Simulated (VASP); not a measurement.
# PbSe (Fm-3m) in VASP: further runs, part 2 of 2

VASP 6.6.1.

## (3) Single point, r2SCAN (strain +2.0%)

Input file POSCAR:

```
PbSe
1.0
    0.0000000000      3.1504762639      3.1504762639
    3.1504762639      0.0000000000      3.1504762639
    3.1504762639      3.1504762639      0.0000000000
Pb Se
1 1
Direct
    0.0000000000      0.0000000000      0.0000000000
    0.5000000000      0.5000000000      0.5000000000
```

Input file INCAR.step1:

```
PREC = Accurate
ENCUT = 520
ISMEAR = 0
SIGMA = 0.01
LREAL = F
LASPH = T
NELM = 60
NBANDS = 17
GGA = PE
ALGO = Normal
EDIFF = 1E-4
LWAVE = T
LCHARG = F
```

Input file INCAR.step2:

```
PREC = Accurate
ENCUT = 520
EDIFF = 1E-6
ISMEAR = 0
SIGMA = 0.01
LREAL = F
LASPH = T
NELM = 60
ALGO = Normal
ISIF = 2
LWAVE = F
LCHARG = F
METAGGA = R2SCAN
LMIXTAU = T
NBANDS = 17
ISTART = 1
```

Input file KPOINTS:

```
regular mesh
0
Gamma
  8 8 8
```

Potentials or basis: VASP PAW PBE potentials, release 64 (Pb_d, Se).

Started as:

```
$ cat potpaw_PBE.64/Pb_d/POTCAR potpaw_PBE.64/Se/POTCAR > POTCAR
$ cp INCAR.step1 INCAR
$ mpirun -np 1 vasp_std > vasp.out
$ cp INCAR.step2 INCAR
$ mpirun -np 1 vasp_std > vasp.out
```

OUTCAR:

```text
PREC = Accurate
   ENCUT = 520
   EDIFF = 1E-6
   ISMEAR = 0
   LREAL = F
   LASPH = T
   NELM = 60
   ISIF = 2
   METAGGA = R2SCAN
   ISTART = 1

 ion  position               nearest neighbor table
   1  0.000  0.000  0.000-   2 3.15   2 3.15   2 3.15   2 3.15   2 3.15   2 3.15
   2  0.500  0.500  0.500-   1 3.15   1 3.15   1 3.15   1 3.15   1 3.15   1 3.15

  LATTYP: Found a face centered cubic cell.
 ALAT       =     6.3009525278

  Lattice vectors:

 A1 = (   0.0000000000,   3.1504762639,   3.1504762639)
 A2 = (   3.1504762639,   0.0000000000,   3.1504762639)
 A3 = (   3.1504762639,   3.1504762639,   0.0000000000)

Analysis of symmetry for initial positions (statically):
=====================================================================
 Subroutine PRICEL returns:
 Original cell was already a primitive cell.

 Routine SETGRP: Setting up the symmetry group for a
 face centered cubic supercell.

 Subroutine GETGRP returns: Found 48 space group operations
 (whereof 48 operations were pure point group operations)
 out of a pool of 48 trial point group operations.

The static configuration has the point symmetry O_h .

Analysis of symmetry for dynamics (positions and initial velocities):
=====================================================================
 Subroutine PRICEL returns:
 Original cell was already a primitive cell.

 Routine SETGRP: Setting up the symmetry group for a
 face centered cubic supercell.

 Subroutine GETGRP returns: Found 48 space group operations
 (whereof 48 operations were pure point group operations)
 out of a pool of 48 trial point group operations.

The dynamic configuration has the point symmetry O_h .

 Subroutine INISYM returns: Found 48 space group operations
 (whereof 48 operations are pure point group operations),
 and found     1 'primitive' translations

----------------------------------------------------------------------------------------

                                     Primitive cell

  volume of cell :      62.5401

  direct lattice vectors                    reciprocal lattice vectors
     0.000000000  3.150476264  3.150476264    -0.158706163  0.158706163  0.158706163
     3.150476264  0.000000000  3.150476264     0.158706163 -0.158706163  0.158706163
     3.150476264  3.150476264  0.000000000     0.158706163  0.158706163 -0.158706163

  length of vectors
     4.455446260  4.455446260  4.455446260     0.274887138  0.274887138  0.274887138

  position of ions in fractional coordinates (direct lattice)
     0.000000000  0.000000000  0.000000000
     0.500000000  0.500000000  0.500000000

  ion indices of the primitive-cell ions
   primitive index   ion index
                 1           1
                 2           2

----------------------------------------------------------------------------------------

 KPOINTS: regular mesh

Automatic generation of k-mesh.
 Grid dimensions read from file:
 generate k-points for:    8    8    8

 Generating k-lattice:

  Cartesian coordinates                     Fractional coordinates (reciprocal lattice)
    -0.019838270  0.019838270  0.019838270     0.125000000  0.000000000  0.000000000
     0.019838270 -0.019838270  0.019838270     0.000000000  0.125000000  0.000000000
     0.019838270  0.019838270 -0.019838270     0.000000000  0.000000000  0.125000000

  Length of vectors
     0.034360892  0.034360892  0.034360892

  Shift w.r.t. Gamma in fractional coordinates (k-lattice)
     0.000000000  0.000000000  0.000000000

 Subroutine IBZKPT returns following result:
 ===========================================

 Found     29 irreducible k-points:

 Following reciprocal coordinates:
            Coordinates               Weight
  0.000000  0.000000  0.000000      1.000000
  0.125000  0.000000  0.000000      8.000000
  0.250000  0.000000  0.000000      8.000000
  0.375000  0.000000  0.000000      8.000000
  0.500000  0.000000  0.000000      4.000000
  0.125000  0.125000  0.000000      6.000000
[... 16 lines left out ...]
  0.500000  0.250000  0.125000     48.000000
 -0.375000  0.250000  0.125000     24.000000
 [... further k-points ...]
   k-points           NKPTS =     29   k-points in BZ     NKDIM =     29   number of bands    NBANDS=     17
   number of dos      NEDOS =    301   number of ions     NIONS =      2
   total plane-waves  NPLWV =  46656
   dimension x,y,z NGX =    36 NGY =   36 NGZ =   36
   dimension x,y,z NGXF=    72 NGYF=   72 NGZF=   72
   ions per type =               1   1
   NGX,Y,Z   is equivalent  to a cutoff of  13.43, 13.43, 13.43 a.u.
   NGXF,Y,Z  is equivalent  to a cutoff of  26.87, 26.87, 26.87 a.u.
 SYSTEM =  unknown system
   PREC   = accura    normal or accurate (medium, high low for compatibility)
   ISTART =      1    job   : 0-new  1-cont  2-samecut
   ICHARG =      0    charge: 1-file 2-atom 10-const
   ISPIN  =      1    spin polarized calculation?
   LNONCOLLINEAR =      F non collinear calculations
   LSORBIT =      F    spin-orbit coupling
   LASPH  =      T    aspherical Exc in radial PAW
   ENCUT  =  520.0 eV  38.22 Ry    6.18 a.u.   8.28  8.28  8.28*2*pi/ulx,y,z
   NELM   =     60;   NELMIN=  2; NELMDL=  0     # of ELM steps
   EDIFF  = 0.1E-05   stopping-criterion for ELM
   LREAL  =      F    real-space projection
   EDIFFG = 0.1E-04   stopping-criterion for IOM
   NSW    =      0    number of steps for IOM
   IBRION =     -1    ionic relax: 0-MD 1-quasi-New 2-CG
   NFREE  =      0    steps in history (QN), initial steepest desc. (CG)
   ISIF   =      2    stress and relaxation
   ISYM   =      2    0-nonsym 1-usesym 2-fastsym
   POTIM  = 0.5000    time-step for ionic-motion
   TEBEG  =    0.0;   TEEND  =   0.0 temperature during run
   PSTRESS=    0.0 pullay stress
   NELECT =      20.0000    total number of electrons
   NUPDOWN=      -1.0000    fix difference up-down
   EMIN   =  10.00;   EMAX   =-10.00  energy-range for DOS
   EFERMI =   0.00;   METHOD = LEGACY
   ISMEAR =     0;   SIGMA  =   0.01  broadening in eV -4-tet -1-fermi 0-gaus
   EFERMI_NEDOS =   21; number of points for ismear=-14 and -15
   IALGO  =     38    algorithm
   IMIX   =      4    mixing-type and parameters
     AMIX     =   0.40;   BMIX     =  1.00
     AMIX_MAG =   1.60;   BMIX_MAG =  1.00
  volume/ion in A,a.u.               =      31.27       211.02
  Fermi-wavevector in a.u.,A,eV,Ry     =   1.119520  2.115587 17.052530  1.253326
  Thomas-Fermi vector in A             =   2.256160
   LORBIT       =      0    0 simple, 1 ext, 2 COOP (PROOUT), +10 PAW based schemes
   METAGGA = R2SCAN    functional components
   LHFCALC =     F    Hartree Fock is set to
   AEXX    =    0.0000 exact exchange contribution
   IVDW    =     0    specifies the selected vdW correction
   LEPSILON=     F    determine dielectric tensor
   LRPA    =     F    only Hartree local field effects (RPA)
 non-spin polarized calculation
 Gauss-broadening in eV      SIGMA  =   0.01
  energy-cutoff  :      520.00
  volume of cell :       62.54
 maximum number of plane-waves:      1708
 NGX is ok and might be reduce to    36
   NGX = 17   NGY = 17   NGZ = 17

 number of electron      19.9999998 magnetization

 Free energy of the ion-electron system (eV)
  ---------------------------------------------------
  ext. energy  EPLUGINS =         0.00000000
  ---------------------------------------------------
  free energy    TOTEN  =       -71.90870378 eV

  energy without entropy =      -71.90870378  energy(sigma->0) =      -71.90870378

 E-fermi :   3.8805     XC(G=0):  -9.6446

 val. band max:        3.8105738595   @ k =   0.5000   0.0000   0.0000
 cond. band min:       4.6531800808   @ k =   0.5000   0.0000   0.0000
 fundamental gap:      0.8426062213
 Fermi energy:         3.8804615111

 k-point     1 :       0.0000    0.0000    0.0000
  band No.  band energies     occupation
      1     -13.4743      2.00000
      2     -13.4743      2.00000
      3     -13.4743      2.00000
      4     -13.4665      2.00000
      5     -13.4665      2.00000
      6      -9.5487      2.00000
[... 9 lines left out ...]
     16      11.0137      0.00000
     17      12.2872      0.00000

 k-point     2 :       0.1250    0.0000    0.0000
  band No.  band energies     occupation
      1     -13.4738      2.00000
      2     -13.4730      2.00000
      3     -13.4730      2.00000
      4     -13.4670      2.00000
      5     -13.4670      2.00000
      6      -9.4444      2.00000
[... 9 lines left out ...]
     16      11.3375      0.00000
     17      13.3475      0.00000
[... 421 lines left out ...]
 k-point    24 :      -0.3750    0.2500    0.1250
  band No.  band energies     occupation
      1     -13.5056      2.00000
      2     -13.4763      2.00000
      3     -13.4656      2.00000
      4     -13.4592      2.00000
      5     -13.4488      2.00000
      6      -8.4955      2.00000
[... 9 lines left out ...]
     16      15.2176      0.00000
     17      15.3131      0.00000

 [... further k-points ...]
[... 5 lines left out ...]
  --------------------------------------------------------------------------------------
  -------------------------------------------------------------------------------------
  Total       -1.0491594     -1.0491594     -1.0491594     -0.0000000     -0.0000000      0.0000000
  in kB      -26.8777825    -26.8777825    -26.8777825     -0.0000000     -0.0000000      0.0000000
  external PRESSURE =     -26.8777825 kB  Pullay stress =       0.0000000 kB

 VOLUME and BASIS-vectors are now :
 -----------------------------------------------------------------------------
  energy-cutoff  :      520.00
  volume of cell :       62.54
      direct lattice vectors                 reciprocal lattice vectors
     0.000000000  3.150476264  3.150476264    -0.158706163  0.158706163  0.158706163
     3.150476264  0.000000000  3.150476264     0.158706163 -0.158706163  0.158706163
     3.150476264  3.150476264  0.000000000     0.158706163  0.158706163 -0.158706163

 POSITION                                       TOTAL-FORCE (eV/Angst)
 -----------------------------------------------------------------------------------
      0.00000      0.00000      0.00000        -0.000000      0.000000     -0.000000
      3.15048      3.15048      3.15048         0.000000      0.000000      0.000000
 -----------------------------------------------------------------------------------
    total drift:                               -0.000000      0.000000      0.000000

  FREE ENERGIE OF THE ION-ELECTRON SYSTEM (eV)
  ---------------------------------------------------
  free  energy   TOTEN  =       -71.9087037815 eV

  energy  without entropy=      -71.9087037815  energy(sigma->0) =      -71.90870378
```

OUTCAR.step1:

```text
PREC = Accurate
   ENCUT = 520
   ISMEAR = 0
   LREAL = F
   LASPH = T
[... 701 lines left out ...]
 -----------------------------------------------------------------------------------
      0.00000      0.00000      0.00000         0.000000      0.000000     -0.000000
      3.15048      3.15048      3.15048        -0.000000      0.000000      0.000000
 -----------------------------------------------------------------------------------
    total drift:                               -0.000000      0.000000      0.000000

  FREE ENERGIE OF THE ION-ELECTRON SYSTEM (eV)
  ---------------------------------------------------
  free  energy   TOTEN  =        -8.1855829662 eV

  energy  without entropy=       -8.1855829662  energy(sigma->0) =       -8.18558297
```

OSZICAR.step1:

```text
N       E                     dE             d eps       ncg     rms          rms(c)
DAV:   1     0.151845748760E+03    0.15185E+03   -0.92516E+03   994   0.114E+03
DAV:   2     0.283520924398E+01   -0.14901E+03   -0.14422E+03  1046   0.301E+02
DAV:   3    -0.824696614380E+01   -0.11082E+02   -0.10994E+02  1243   0.870E+01
DAV:   4    -0.852969502413E+01   -0.28273E+00   -0.28244E+00  1269   0.158E+01
DAV:   5    -0.853973512178E+01   -0.10040E-01   -0.10040E-01  1385   0.284E+00    0.269E+00
DAV:   6    -0.818563713983E+01    0.35410E+00   -0.92982E-01  1444   0.600E+00    0.142E+00
DAV:   7    -0.818218637827E+01    0.34508E-02   -0.13068E-01  1183   0.165E+00    0.825E-01
DAV:   8    -0.818611309141E+01   -0.39267E-02   -0.15698E-02  1170   0.128E+00    0.204E-01
DAV:   9    -0.818546637086E+01    0.64672E-03   -0.34192E-03  1494   0.495E-01    0.694E-02
DAV:  10    -0.818557455510E+01   -0.10818E-03   -0.26656E-04  1107   0.942E-02    0.242E-02
DAV:  11    -0.818558296624E+01   -0.84111E-05   -0.50557E-05   835   0.739E-02
   1 F= -.81855830E+01 E0= -.81855830E+01  d E =-.133680E-18
```

Run time: 81 s. Hardware: 1 thread of AMD EPYC 9R45 (Zen 5), shared host; peak memory 0.2 GiB.

Results:

| Quantity | Value |
| --- | --- |
| Free energy | -71.9087 eV |
| Pressure | -2.7 GPa |
| Band gap on the k mesh | 0.84 eV |

Caveat: the cell differs from its parent crystal (strain +2.0%); the PAW data sets were made with another functional, which shifts forces and pressure a little; spin-orbit coupling is left out, which moves the levels of the heavy elements.
